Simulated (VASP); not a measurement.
A run of VASP 6.6.1 is set up as follows.

INCAR

```
PREC = Accurate
ENCUT = 520
EDIFF = 1E-6
ISMEAR = -1
SIGMA = 0.1
LREAL = F
LASPH = T
NELM = 100
ALGO = Normal
ISIF = 2
LWAVE = F
LCHARG = F
GGA = PE
IVDW = 12
NBANDS = 66
```

File KPOINTS:

```
Automatic mesh
0
Gamma
  4 4 1
```

POSCAR

```
GaOs12
1.0
    5.4800000000      0.0000000000      0.0000000000
    2.7400000000      4.7458190000      0.0000000000
    0.0000000000      0.0000000000     16.3264600000
Os Ga
12 1
Direct
    0.0000000000      0.0000000000      0.0612502649
    0.5000000000      0.0000000000      0.0612502649
   -0.0000000527      0.5000001054      0.0612502649
    0.4999999473      0.5000001054      0.0612502649
   -0.1670938001      0.3347744615      0.1892616036
    0.3323250278      0.3347630830      0.1892600110
   -0.1663189403      0.8326210924      0.1889520447
    0.3331570885      0.8336912975      0.1893582565
   -0.0138940260      0.0065413367      0.3185243464
    0.5073515022      0.0065440760      0.3185264289
   -0.0000600526      0.5001098862      0.3174536305
    0.5030016985      0.4939958730      0.3184738761
    0.2841979665      0.9315894685      0.4458975185
```

Potentials or basis: VASP PAW PBE potentials, release 64 (Os, Ga_d).

Command:

```bash
$ cat potpaw_PBE.64/Os/POTCAR potpaw_PBE.64/Ga_d/POTCAR > POTCAR
$ mpirun -np 1 vasp_std > vasp.out
```

(1) Predict the dispersion energy per atom.

(2) Predict the largest force.

(3) What does it give for the band gap on the k mesh?

## Answers

(1) -0.416 eV.

(2) 0.180 eV/Å.

(3) zero (an odd number of electrons rules out a gap without spin polarisation).

Caveat: spin-orbit coupling is left out, which moves the levels of the heavy elements.
